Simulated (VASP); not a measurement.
Write the native input for VASP 6.6.1 that does the following.

| Item | Value |
| --- | --- |
| Task | single point |
| Functional | PBE |
| Potentials or basis | VASP PAW PBE potentials, release 64 (Be, B) |
| Cutoff | 520 eV |
| k mesh | 4 × 4 × 4 |
| Occupations | gaussian, width 0.1 eV |
| Spin | no spin polarisation |
| Dipole correction | no |
| Further INCAR settings | ALGO = Normal; EDIFF = 1e-06; NBANDS = 18 |

The structure of Be7B lies in POSCAR:

```
Be7B
1.0
    4.8161354835      0.0000000000      0.0000000000
    0.0000000000      4.8161354835      0.0000000000
    0.0000000000      0.0000000000      4.8161354835
Be B
7 1
Direct
    0.2074953987      0.2074953987      0.2074953987
    0.0000000000      0.5000000000      0.5000000000
    0.5000000000      0.5000000000      0.0000000000
    0.5000000000      0.0000000000      0.5000000000
    0.7925046013      0.2074953987      0.7925046013
    0.7925046013      0.7925046013      0.2074953987
    0.2074953987      0.7925046013      0.7925046013
    0.0000000000      0.0000000000      0.0000000000
```

The cell was built from a structure type or drawn by symmetry, and may not be a known phase.

One way to write it, as run:

INCAR

```
PREC     = Accurate       # precision mode
ENCUT    = 520            # plane-wave cutoff, eV
EDIFF    = 1E-6           # SCF threshold, eV
ISMEAR   = 0              # smearing method
SIGMA    = 0.1            # smearing width, eV
LREAL    = F              # projectors in reciprocal space
LASPH    = T              # aspherical terms in the spheres
NELM     = 60             # most SCF steps
ALGO     = Normal         # electronic algorithm
ISIF     = 2              # what is computed and relaxed
LWAVE    = F              # write WAVECAR
LCHARG   = F              # write CHGCAR
GGA      = PE             # functional
NBANDS   = 18             # bands
```

KPOINTS

```
Automatic mesh
0
Gamma
  4 4 4
```

Potentials or basis: VASP PAW PBE potentials, release 64 (Be, B).

Command:

```sh
$ cat potpaw_PBE.64/Be/POTCAR potpaw_PBE.64/B/POTCAR > POTCAR
$ mpirun -np 1 vasp_std > vasp.out
```

It gave:

```json
{
  "Pressure": "0.1 GPa",
  "Largest force": "0.013 eV/Å",
  "Band gap on the k mesh": "zero (an odd number of electrons rules out a gap without spin polarisation)"
}
```

Wall time 13 s on 1 thread of Intel(R) Xeon(R) Platinum 8488C (Sapphire Rapids), with other jobs on the host, peak memory 0.19 GiB.
